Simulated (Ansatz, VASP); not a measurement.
# Ga2Te2O in VASP and in Ansatz

```
Ga Te O
1.0
     4.19003    0.00569    0.02218
     0.00934    7.17837    0.04095
     0.05553    0.05712   10.06199
Ga Te O
4 4 2
Direct
  0.51109 0.49005 0.17329
  0.01116 0.99106 0.17311
  0.01194 0.99040 0.82681
  0.51169 0.48948 0.82698
  0.51296 0.16003 0.70597
  0.01241 0.66007 0.70702
  0.00572 0.32375 0.29419
  0.50624 0.82384 0.29296
  0.96172 0.03755 0.99967
  0.45505 0.53376 0.00000
```

Change from the starting cell: cell x2, atoms moved at random (sigma 0.15 Å) and cell strained at random (1.5 %), then relaxed without symmetry.

Alike in both runs: functional PBE; k mesh 4 × 2 × 2; occupations gaussian, width 0.1 eV; no spin polarisation.

Ansatz relaxed the structure, and its values are those at the end. VASP's run is a single point on that final structure, the one shown.

```csv
,VASP,Ansatz
version,VASP 6.6.1,Ansatz 0.2.0
potentials or method,"VASP PAW PBE potentials, release 64 (Ga_d, Te, O), cutoff 520 eV","scalar-relativistic, plane waves, PAW"
valence electrons in the cell,88,128
```

Ansatz gave:

```
gap on the k mesh at the Fermi level (eV) : 1.40
least direct gap on the mesh (eV)         : 1.40
pressure (GPa)                            : 0.0
rms of the force components (eV/Å)        : 0.006
```

Task: Estimate VASP's values.

Result: gap on the k mesh at the Fermi level (eV): 1.37; least direct gap on the mesh (eV): 1.37; pressure (GPa): 0.1; rms of the force components (eV/Å): 0.009.

VASP's potentials hold 88 valence electrons a cell and Ansatz's 128, so a difference there can come from the potentials and not from the codes.

The k mesh is coarse, so the values compare programs but aren't converged. Neither program's run includes spin-orbit coupling.
